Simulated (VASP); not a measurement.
# BaTiO3 (C2/m) in VASP: notebook, part 2 of 2

VASP 6.6.1.

### Step 3. Single point, PBEsol (equal xy, yz and zx shear strains of +1 %)

Contents of INCAR:

```
PREC = Accurate
ENCUT = 520
EDIFF = 1E-6
ISMEAR = -1
SIGMA = 0.03
LREAL = False
LASPH = True
NELM = 100
ALGO = Normal
ISIF = 2
LWAVE = False
LCHARG = False
GGA = PS
NBANDS = 28
```

Contents of KPOINTS:

```
Automatic mesh
0
Gamma
  7 7 7
```

Contents of POSCAR:

```
BaTiO3
1.0
    3.9998000000      0.0199990000      0.0199990000
    0.0199990000      3.9998000000      0.0199990000
    0.0200900000      0.0200900000      4.0180000000
Ba Ti O
1 1 3
Direct
    0.0000000000      0.0000000000      0.0000000000
    0.5000000000      0.5000000000      0.5000000000
    0.5000000000      0.5000000000      0.0000000000
    0.5000000000      0.0000000000      0.5000000000
    0.0000000000      0.5000000000      0.5000000000
```

Potentials or basis: VASP PAW PBE potentials, release 64 (Ba_sv, Ti_sv, O).

On the command line:

```sh
cat potpaw_PBE.64/Ba_sv/POTCAR potpaw_PBE.64/Ti_sv/POTCAR potpaw_PBE.64/O/POTCAR > POTCAR
mpirun -np 1 vasp_std > vasp.out
```

OUTCAR:

```text
PREC = Accurate
   ENCUT = 520
   EDIFF = 1E-6
   ISMEAR = -1
   LREAL = False
   LASPH = True
   NELM = 100
   ISIF = 2
   GGA = PS

 ion  position               nearest neighbor table
   1  0.000  0.000  0.000-   3 2.81   3 2.81   4 2.82   5 2.82   5 2.82   4 2.82   3 2.84   3 2.84
                             4 2.85   5 2.85   4 2.85   5 2.85   2 3.46   2 3.46   2 3.46   2 3.46
   2  0.500  0.500  0.500-   4 2.00   5 2.00   4 2.00   5 2.00   3 2.01   3 2.01   1 3.46   1 3.46
                             1 3.46   1 3.46   1 3.46   1 3.46   1 3.50   1 3.50
   3  0.500  0.500  0.000-   2 2.01   2 2.01   1 2.81   1 2.81   1 2.84   1 2.84
   4  0.500  0.000  0.500-   2 2.00   2 2.00   1 2.82   1 2.82   1 2.85   1 2.85
   5  0.000  0.500  0.500-   2 2.00   2 2.00   1 2.82   1 2.82   1 2.85   1 2.85

  LATTYP: Found a base centered monoclinic cell.
 ALAT       =     5.6849949728
 B/A-ratio  =     0.9900252466
 C/A-ratio  =     0.7067905017
 COS(beta)  =    -0.0141062544

  Lattice vectors:

 A1 = (  -3.9998000000,  -0.0199990000,  -0.0199990000)
 A2 = (  -0.0199990000,  -3.9998000000,  -0.0199990000)
 A3 = (   0.0200900000,   0.0200900000,   4.0180000000)

Analysis of symmetry for initial positions (statically):
=====================================================================
 Subroutine PRICEL returns:
 Original cell was already a primitive cell.

 Routine SETGRP: Setting up the symmetry group for a
 base centered monoclinic supercell.

 Subroutine GETGRP returns: Found  4 space group operations
 (whereof  4 operations were pure point group operations)
 out of a pool of  4 trial point group operations.

The static configuration has the point symmetry C_2h.

Analysis of symmetry for dynamics (positions and initial velocities):
=====================================================================
 Subroutine PRICEL returns:
 Original cell was already a primitive cell.

 Routine SETGRP: Setting up the symmetry group for a
 base centered monoclinic supercell.

 Subroutine GETGRP returns: Found  4 space group operations
 (whereof  4 operations were pure point group operations)
 out of a pool of  4 trial point group operations.

The dynamic configuration has the point symmetry C_2h.

 Subroutine INISYM returns: Found  4 space group operations
 (whereof  4 operations are pure point group operations),
 and found     1 'primitive' translations

----------------------------------------------------------------------------------------

                                     Primitive cell

  volume of cell :      64.2768

  direct lattice vectors                    reciprocal lattice vectors
     3.999800000  0.019999000  0.019999000     0.250024940 -0.001243905 -0.001243905
     0.019999000  3.999800000  0.019999000    -0.001243905  0.250024940 -0.001243905
     0.020090000  0.020090000  4.018000000    -0.001238271 -0.001238271  0.248892423

  length of vectors
     3.999899994  3.999899994  4.018100449     0.250031128  0.250031128  0.248898583

  position of ions in fractional coordinates (direct lattice)
     0.000000000  0.000000000  0.000000000
     0.500000000  0.500000000  0.500000000
     0.500000000  0.500000000  0.000000000
     0.500000000  1.000000000  0.500000000
     1.000000000  0.500000000  0.500000000

[... 36 lines left out ...]
  0.000000  0.000000  0.000000      1.000000
  0.142857  0.000000  0.000000      4.000000
  0.285714  0.000000  0.000000      4.000000
  0.428571 -0.000000  0.000000      4.000000
  0.142857  0.142857  0.000000      2.000000
  0.285714  0.142857  0.000000      4.000000
[... 16 lines left out ...]
 -0.142857  0.000000  0.142857      4.000000
  0.142857  0.142857  0.142857      2.000000
 [... further k-points ...]
   k-points           NKPTS =    100   k-points in BZ     NKDIM =    100   number of bands    NBANDS=     28
   number of dos      NEDOS =    301   number of ions     NIONS =      5
   total plane-waves  NPLWV =  27000
   dimension x,y,z NGX =    30 NGY =   30 NGZ =   30
   dimension x,y,z NGXF=    60 NGYF=   60 NGZF=   60
   ions per type =               1   1   3
   NGX,Y,Z   is equivalent  to a cutoff of  12.47, 12.47, 12.41 a.u.
   NGXF,Y,Z  is equivalent  to a cutoff of  24.94, 24.94, 24.82 a.u.
 SYSTEM =  unknown system
   PREC   = accura    normal or accurate (medium, high low for compatibility)
   ISTART =      0    job   : 0-new  1-cont  2-samecut
   ICHARG =      2    charge: 1-file 2-atom 10-const
   ISPIN  =      1    spin polarized calculation?
   LNONCOLLINEAR =      F non collinear calculations
   LSORBIT =      F    spin-orbit coupling
   LASPH  =      T    aspherical Exc in radial PAW
   ENCUT  =  520.0 eV  38.22 Ry    6.18 a.u.   7.44  7.44  7.47*2*pi/ulx,y,z
   NELM   =    100;   NELMIN=  2; NELMDL= -5     # of ELM steps
   EDIFF  = 0.1E-05   stopping-criterion for ELM
   LREAL  =      F    real-space projection
   EDIFFG = 0.1E-04   stopping-criterion for IOM
   NSW    =      0    number of steps for IOM
   IBRION =     -1    ionic relax: 0-MD 1-quasi-New 2-CG
   NFREE  =      0    steps in history (QN), initial steepest desc. (CG)
   ISIF   =      2    stress and relaxation
   ISYM   =      2    0-nonsym 1-usesym 2-fastsym
   POTIM  = 0.5000    time-step for ionic-motion
   TEBEG  =    0.0;   TEEND  =   0.0 temperature during run
   PSTRESS=    0.0 pullay stress
   NELECT =      40.0000    total number of electrons
   NUPDOWN=      -1.0000    fix difference up-down
   EMIN   =  10.00;   EMAX   =-10.00  energy-range for DOS
   EFERMI =   0.00;   METHOD = LEGACY
   ISMEAR =    -1;   SIGMA  =   0.03  broadening in eV -4-tet -1-fermi 0-gaus
   EFERMI_NEDOS =   21; number of points for ismear=-14 and -15
   IALGO  =     38    algorithm
   IMIX   =      4    mixing-type and parameters
     AMIX     =   0.40;   BMIX     =  1.00
     AMIX_MAG =   1.60;   BMIX_MAG =  1.00
  volume/ion in A,a.u.               =      12.86        86.75
  Fermi-wavevector in a.u.,A,eV,Ry     =   1.397688  2.641247 26.579403  1.953531
  Thomas-Fermi vector in A             =   2.520919
   LORBIT       =      0    0 simple, 1 ext, 2 COOP (PROOUT), +10 PAW based schemes
   GGA     = PS    functional components
   LHFCALC =     F    Hartree Fock is set to
   AEXX    =    0.0000 exact exchange contribution
   IVDW    =     0    specifies the selected vdW correction
   LEPSILON=     F    determine dielectric tensor
   LRPA    =     F    only Hartree local field effects (RPA)
 non-spin polarized calculation
  energy-cutoff  :      520.00
  volume of cell :       64.28
 maximum number of plane-waves:      1755
 NGX is ok and might be reduce to    30
   NGX = 15   NGY = 15   NGZ = 15

 number of electron      39.9999975 magnetization

 Free energy of the ion-electron system (eV)
  ---------------------------------------------------
  ext. energy  EPLUGINS =         0.00000000
  ---------------------------------------------------
  free energy    TOTEN  =       -41.96586702 eV

  energy without entropy =      -41.96586702  energy(sigma->0) =      -41.96586702

 E-fermi :   4.3566     XC(G=0): -11.5048

 val. band max:        3.6189462562   @ k =  -0.4286  -0.4286   0.4286
 cond. band min:       5.3440338803   @ k =   0.0000   0.0000   0.0000
 fundamental gap:      1.7250876241
 Fermi energy:         4.3566331728

 k-point     1 :       0.0000    0.0000    0.0000
  band No.  band energies     occupation
      1     -52.7100      2.00000
      2     -29.0369      2.00000
      3     -29.0356      2.00000
      4     -29.0239      2.00000
      5     -21.0920      2.00000
      6     -13.1384      2.00000
[... 733 lines left out ...]
     27       9.6580      0.00000
     28      11.6589      0.00000

 [... further k-points ...]

------------------------ aborting loop because EDIFF is reached ----------------------------------------

  FORCE on cell =-STRESS in cart. coord.  units (eV):
  Direction    XX          YY          ZZ          XY          YZ          ZX
  --------------------------------------------------------------------------------------
  -------------------------------------------------------------------------------------
  Total       -0.9892216     -0.9892216     -1.3303343     -0.4940412     -0.4923083     -0.4923083
  in kB      -24.6575627    -24.6575627    -33.1602165    -12.3145839    -12.2713877    -12.2713881
  external PRESSURE =     -27.4917806 kB  Pullay stress =       0.0000000 kB

 VOLUME and BASIS-vectors are now :
 -----------------------------------------------------------------------------
  energy-cutoff  :      520.00
  volume of cell :       64.28
      direct lattice vectors                 reciprocal lattice vectors
     3.999800000  0.019999000  0.019999000     0.250024940 -0.001243905 -0.001243905
     0.019999000  3.999800000  0.019999000    -0.001243905  0.250024940 -0.001243905
     0.020090000  0.020090000  4.018000000    -0.001238271 -0.001238271  0.248892423

 POSITION                                       TOTAL-FORCE (eV/Angst)
 -----------------------------------------------------------------------------------
      0.00000      0.00000      0.00000         0.000000      0.000000      0.000000
      2.01994      2.01994      2.02900         0.000000     -0.000000     -0.000000
      2.00990      2.00990      0.02000        -0.000000      0.000000      0.000000
      2.00995      0.02004      2.01900         0.000000      0.000000      0.000000
      0.02004      2.00995      2.01900         0.000000      0.000000     -0.000000
 -----------------------------------------------------------------------------------
    total drift:                                0.000000      0.000000     -0.000000

  FREE ENERGIE OF THE ION-ELECTRON SYSTEM (eV)
  ---------------------------------------------------
  free  energy   TOTEN  =       -41.9658670207 eV

  energy  without entropy=      -41.9658670207  energy(sigma->0) =      -41.96586702
```

stdout:

```text
POSCAR found type information on POSCAR BaTiO
 POSCAR found :  3 types and       5 ions
 scaLAPACK will be used
 -----------------------------------------------------------------------------
|                                                                             |
|                                                                             |
|     You enforced a specific xc type in the INCAR file but a different       |
|     I HOPE YOU KNOW WHAT YOU ARE DOING!                                     |
|                                                                             |
 -----------------------------------------------------------------------------

 LDA part: xc-table for (Slater+PW92), standard interpolation
 POSCAR, INCAR and KPOINTS ok, starting setup
 FFT: planning ... GRIDC
 FFT: planning ... GRID_SOFT
 FFT: planning ... GRID
 WAVECAR not read
 entering main loop
```

It took 4.8 min on 1 thread of Intel Xeon 8259CL, shared host; peak memory 0.3 GiB.

What came out:

| Quantity | Value |
| --- | --- |
| Free energy | -41.9659 eV |
| Pressure | -2.7 GPa |
| Band gap on the k mesh | 1.73 eV (least direct gap 1.79 eV) |

Levels at points of the mesh, in eV from the valence-band top:
```csv
k point,band 16,band 17,band 18,band 19,band 20,band 21,band 22,band 23,band 24,band 25
"(0.00, 0.00, 0.00)",-1.06,-1.02,-0.15,-0.06,-0.06,1.73,1.73,1.78,3.95,3.99
```

Caveat: the cell differs from its parent crystal (equal xy, yz and zx shear strains of +1 %); the PAW data sets were made with another functional, which shifts forces and pressure a little; spin-orbit coupling is left out, which moves the levels of the heavy elements.
